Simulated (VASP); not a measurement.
Input of a VASP 6.6.1 run:

Contents of INCAR:

```
PREC     = Accurate       # precision mode
ENCUT    = 520            # plane-wave cutoff, eV
EDIFF    = 1E-7           # SCF threshold, eV
ISMEAR   = 0              # smearing method
SIGMA    = 0.02           # smearing width, eV
LREAL    = False          # projectors in reciprocal space
LASPH    = True           # aspherical terms in the spheres
NELM     = 80             # most SCF steps
ALGO     = Normal         # electronic algorithm
ISIF     = 2              # what is computed and relaxed
LWAVE    = False          # write WAVECAR
LCHARG   = False          # write CHGCAR
GGA      = PE             # functional
NBANDS   = 38             # bands
```

File KPOINTS:

```
Automatic mesh
0
Gamma
  6 6 4
```

The input POSCAR:

```
ZrSi2O6
1.0
    2.6059800000     -4.9806660000      0.0000000000
    2.6059800000      4.9806660000      0.0000000000
    0.0000000000      0.0000000000      6.0403040000
Zr Si O
1 2 6
Direct
    0.5000000000      0.5000000000      0.5000000000
    0.0000000000      0.5000000000      0.8447630000
    0.5000000000      0.0000000000      0.1552370000
    0.8233670000      0.5874280000      0.6896070000
    0.2232670000      0.7767330000      0.0000000000
    0.5874280000      0.8233670000      0.3103930000
    0.1766330000      0.4125720000      0.6896070000
    0.7767330000      0.2232670000      0.0000000000
    0.4125720000      0.1766330000      0.3103930000
```

Potentials or basis: VASP PAW PBE potentials, release 64 (Zr_sv, Si, O).

Command:

```console
$ cat potpaw_PBE.64/Zr_sv/POTCAR potpaw_PBE.64/Si/POTCAR potpaw_PBE.64/O/POTCAR > POTCAR
$ mpirun -np 1 vasp_std > vasp.out
```

Problem. Estimate the pressure.

Solution. 0.2 GPa.

Problem. What does it give for the largest force?

Solution. 0.025 eV/Å.

Problem. What does it give for the band gap on the k mesh?

Solution. 5.05 eV (least direct gap 5.28 eV).

Stress tensor (GPa, compression positive):
```
0.06 0.00 0.00
0.00 0.25 0.00
0.00 0.00 0.17
```

A k mesh can miss the band edges.
